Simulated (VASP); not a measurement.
# SnO: single point with PBE+D3(BJ)

The system is SnO, a slab with vacuum.

```xyz
8
Lattice="3.8202 0.0000 0.0000 0.0000 3.8202 0.0000 0.0000 0.0000 22.2261" Properties=species:S:1:pos:R:3 pbc="T T T"
Sn    2.8651    0.9550    4.5000
Sn    0.9550    2.8651    6.8630
Sn    2.3876    4.7752   11.1130
Sn    4.2977    2.8651   13.4761
O     0.9550    0.9550    5.6815
O     2.8651    2.8651    5.6815
O     4.2977    4.7752   12.2946
O     2.3876    2.8651   12.2946
```

```yaml
Program: VASP 6.6.1
Task: single point
Functional: PBE
Dispersion: D3(BJ)
Potentials_or_basis: VASP PAW PBE potentials, release 64 (Sn_d, O)
Cutoff: 520 eV
k_mesh: 7 × 7 × 1
Occupations: gaussian, width 0.05 eV
Spin: no spin polarisation
```

```
Largest force              : 0.180 eV/Å
Band gap on the k mesh     : 2.58 eV, indirect (least direct gap 2.60 eV)
Dispersion energy per atom : -0.154 eV
```

Forces on the atoms (eV/Å):
```
Sn  -0.002  0.000 -0.080
Sn  -0.005  0.000  0.180
Sn   0.005  0.000 -0.180
Sn   0.002  0.000  0.080
O    0.003  0.000  0.011
O   -0.009  0.000  0.011
O    0.009  0.000 -0.011
O   -0.003  0.000 -0.011
```

Levels at points of the mesh, in eV from the valence-band top:
```tsv
k point	band 38	band 39	band 40	band 41	band 42	band 43
(0.00, 0.00, 0.00)	-1.90	-0.52	-0.02	2.58	2.91	2.91
```

It took 4.1 min on 1 thread of Intel(R) Xeon(R) 6975P-C (Granite Rapids) (shared host), peak memory 0.44 GiB.

Caveat: spin-orbit coupling is left out, which moves the levels of the heavy elements.
